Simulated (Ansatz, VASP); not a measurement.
**One calculation of TaF3, two programs**

File INCAR:

```
SYSTEM = TaF3
PREC     = Accurate       ! precision mode
ENCUT    = 600            ! plane-wave cutoff, eV
EDIFF    = 1E-6           ! SCF threshold, eV
ISMEAR   = -1             ! smearing method
SIGMA    = 0.05           ! smearing width, eV
LREAL    = .FALSE.        ! projectors in reciprocal space
LASPH    = .TRUE.         ! aspherical terms in the spheres
NELM     = 150            ! most SCF steps
ALGO     = Normal         ! electronic algorithm
ISIF     = 3              ! what is computed and relaxed
LWAVE    = .FALSE.        ! write WAVECAR
LCHARG   = .FALSE.        ! write CHGCAR
LMAXMIX  = 4              ! l up to which the mixer works
LDAU     = .TRUE.         ! DFT+U
LDAUTYPE = 2            
LDAUL    = 2 -1           ! shell
LDAUU    = 2 0            ! U, eV
LDAUJ    = 0 0          
LDAUPRINT= 1            
GGA      = PE             ! functional
IBRION   = 2              ! ionic algorithm
NSW      = 60             ! ionic steps
EDIFFG   = -0.01          ! ionic threshold
```

KPOINTS

```
regular mesh
0
G
  7 7 7
  0 0 0
```

Contents of POSCAR:

```
TaF3
1.0
    3.9012000000      0.0000000000      0.0000000000
    0.0000000000      3.9012000000      0.0000000000
    0.0000000000      0.0000000000      3.9012000000
Ta F
1 3
Direct
    0.0000000000      0.0000000000      0.0000000000
    0.0000000000      0.0000000000      0.5000000000
    0.0000000000      0.5000000000      0.0000000000
    0.5000000000      0.0000000000      0.0000000000
```

Contents of input.yaml:

```yaml
crystal:
  lattice:
    - [3.9012, 0.0, 0.0]
    - [0.0, 3.9012, 0.0]
    - [0.0, 0.0, 3.9012]
  atoms:
    - { symbol: Ta, position: [0.0, 0.0, 0.0] }
    - { symbol: F, position: [0.0, 0.0, 0.5] }
    - { symbol: F, position: [0.0, 0.5, 0.0] }
    - { symbol: F, position: [0.5, 0.0, 0.0] }
hamiltonian:
  xc: pbe
  pseudopotentials: { kind: paw }
  hubbard: { sites: [{ species: Ta, l: d, u_eff: 2.0 }] }
kpoints:
  mp_grid: { grid: [7, 7, 7] }
scf:
  occupations: { method: fermi_dirac, width: 0.05 }
output:
  forces: true
  stress: true
  eigenvalues: true
relax:
  f_tol: 0.01
  max_steps: 40
  cell: { stress_tol: 0.05 }
```

Alike in both runs: task relaxation of cell and atoms; functional PBE; k mesh 7 × 7 × 7; occupations fermi-dirac, width 0.05 eV; no spin polarisation; Hubbard terms Ta d U = 2.0 eV.

|  | VASP | Ansatz |
| --- | --- | --- |
| version | VASP 6.6.1 | Ansatz 0.2.0 |
| potentials or method | VASP PAW PBE potentials, release 64 (Ta_pv, F) | Ansatz PAW |
| plane-wave cutoff (eV) | 600 | 420 |
| valence electrons in the cell | 32 | 34 |

|  | VASP | Ansatz | Ansatz less VASP |
| --- | --- | --- | --- |
| gap on the k mesh at the Fermi level, each at its own relaxed structure (eV) | none | none | - |
| relaxed volume (Å³/atom) | 17.86 | 17.70 | -0.162 |
| relaxed length of the cell vector where the two differ most in proportion (Å) | 4.149 | 4.137 | -0.0126 |

The programs project onto different local orbitals, so the same U acts differently, and such runs can settle in different states. A gap of «none» marks a metal or a gap that the smearing closes. VASP's potentials hold 32 valence electrons a cell and Ansatz's 34, so a difference there can come from the potentials and not from the codes.

Neither program's run includes spin-orbit coupling. Noted on VASP's run: the volume moved by over 15 % at a fixed basis, so the end points are rough. Noted on Ansatz's run: the volume moved by over 15 % at a fixed basis, so the end points are rough; the plane-wave basis is chosen anew once the cell has moved, so the energies of steps on either side of that aren't comparable.
